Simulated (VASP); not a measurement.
Input of a VASP 6.6.1 run:

File POSCAR:

```
TaN
1.0
    3.1344588824      0.0000000000      0.0000000000
   -1.5672294412      2.7145210193      0.0000000000
    0.0000000000      0.0000000000      6.0868569544
Ta N
2 2
Direct
    0.3333333333      0.6666666667      0.0312820972
    0.6666666667      0.3333333333      0.5312820972
    0.3333333333      0.6666666667      0.3537179028
    0.6666666667      0.3333333333      0.8537179028
```

The input INCAR.step1:

```
PREC     = Accurate       # precision mode
ENCUT    = 660            # plane-wave cutoff, eV
ISMEAR   = 0              # smearing method
SIGMA    = 0.1            # smearing width, eV
LREAL    = False          # projectors in reciprocal space
LASPH    = True           # aspherical terms in the spheres
NELM     = 120            # most SCF steps
NBANDS   = 26             # bands
GGA      = PE             # functional
ALGO     = Normal         # electronic algorithm
EDIFF    = 1E-5           # SCF threshold, eV
LWAVE    = True           # write WAVECAR
LCHARG   = False          # write CHGCAR
GGA_COMPAT= False
```

The input INCAR.step2:

```
PREC     = Accurate       # precision mode
ENCUT    = 660            # plane-wave cutoff, eV
EDIFF    = 1E-6           # SCF threshold, eV
ISMEAR   = 0              # smearing method
SIGMA    = 0.1            # smearing width, eV
LREAL    = False          # projectors in reciprocal space
LASPH    = True           # aspherical terms in the spheres
NELM     = 120            # most SCF steps
ALGO     = Normal         # electronic algorithm
ISIF     = 2              # what is computed and relaxed
LWAVE    = False          # write WAVECAR
LCHARG   = True           # write CHGCAR
METAGGA  = R2SCAN         # meta-GGA
LMIXTAU  = True         
LELF     = True           # ELF
LVHAR    = True         
NBANDS   = 26             # bands
ISTART   = 1            
GGA_COMPAT= False
```

The input KPOINTS:

```
regular mesh
0
Gamma
  18 18 8
```

Potentials or basis: VASP PAW PBE potentials, release 64 (Ta_sv_GW, N).

Launch:

```sh
$ cat potpaw_PBE.64/Ta_sv_GW/POTCAR potpaw_PBE.64/N/POTCAR > POTCAR
$ cp INCAR.step1 INCAR
$ mpirun -np 1 vasp_std > vasp.out
$ cp INCAR.step2 INCAR
$ mpirun -np 1 vasp_std > vasp.out
```

(1) Predict the largest force.

(2) Predict the pressure.

(3) Predict the band gap on the k mesh.

## Answers

(1) 0.028 eV/Å.

(2) 0.1 GPa.

(3) zero (bands 18 and 19 overlap by 0.26 eV).

Caveat: the PAW data sets were made with another functional, which shifts forces and pressure a little; spin-orbit coupling is left out, which moves the levels of the heavy elements.
